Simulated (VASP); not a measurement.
Wanted: the native input for a VASP 6.6.1 run.

| Property | Result |
| --- | --- |
| Task | single point |
| Functional | LDA |
| Potentials or basis | VASP PAW LDA potentials, release 64 (Cu, O) |
| Cutoff | 520 eV |
| k mesh | 7 × 7 × 4 |
| Occupations | gaussian, width 0.05 eV |
| Spin | collinear spin, antiferromagnetic start |
| Starting moments | [0.51, -0.51, 0.0, 0.0] μB |
| Hubbard terms | Cu d U = 4.0 eV |
| Dipole correction | no |
| Further INCAR settings | ALGO = Normal; EDIFF = 1e-06; NBANDS = 29 |

The structure of CuO lies in POSCAR:

```
CuO
1.0
    2.3446497600     -1.7133998200      0.0000000000
    2.3446497600      1.7133998200      0.0000000000
   -0.8605499100      0.0000000000      5.0594394800
Cu O
2 2
Direct
    0.0032000000      0.4968000000      0.0000000000
    0.4968000000      0.0032000000      0.5000000000
    0.5714000000      0.4056000000      0.2537000000
    0.4056000000      0.5714000000      0.7537000000
```

The input as run:

INCAR

```
SYSTEM = CuO
PREC     = Accurate       ! precision mode
ENCUT    = 520            ! plane-wave cutoff, eV
EDIFF    = 1E-6           ! SCF threshold, eV
ISMEAR   = 0              ! smearing method
SIGMA    = 0.05           ! smearing width, eV
LREAL    = .FALSE.        ! projectors in reciprocal space
LASPH    = .TRUE.         ! aspherical terms in the spheres
NELM     = 150            ! most SCF steps
ALGO     = Normal         ! electronic algorithm
ISIF     = 2              ! what is computed and relaxed
LWAVE    = .FALSE.        ! write WAVECAR
LCHARG   = .TRUE.         ! write CHGCAR
ISPIN    = 2              ! spin polarisation
MAGMOM   = 0.51 -0.51 0 0 ! initial moments
LORBIT   = 11             ! projections on sites
LMAXMIX  = 4              ! l up to which the mixer works
LDAU     = .TRUE.         ! DFT+U
LDAUTYPE = 2            
LDAUL    = 2 -1           ! shell
LDAUU    = 4 0            ! U, eV
LDAUJ    = 0 0          
LDAUPRINT= 1            
GGA      = CA             ! functional
LELF     = .TRUE.         ! ELF
LVHAR    = .TRUE.       
NBANDS   = 29             ! bands
```

KPOINTS

```
regular mesh
0
G
  7 7 4
  0 0 0
```

Potentials or basis: VASP PAW LDA potentials, release 64 (Cu, O).

Command:

```sh
$ cat potpaw_LDA.64/Cu/POTCAR potpaw_LDA.64/O/POTCAR > POTCAR
$ mpirun -np 1 vasp_std > vasp.out
```

It gave:

The pressure is -11.4 GPa, the largest force is 0.695 eV/Å and the band gap on the k mesh is 0.23 eV, indirect (least direct gap 0.67 eV). The net moment is 0.00 μB per cell, the site moments are Cu +0.51, -0.51; O -0.00, +0.00 μB and the valence electrons inside the program's atomic spheres are Cu 9.96; O 4.94.

Wall time 110 s on 1 thread of Intel(R) Xeon(R) Platinum 8375C CPU @ 2.90GHz (Ice Lake) (shared host), peak memory 0.21 GiB.
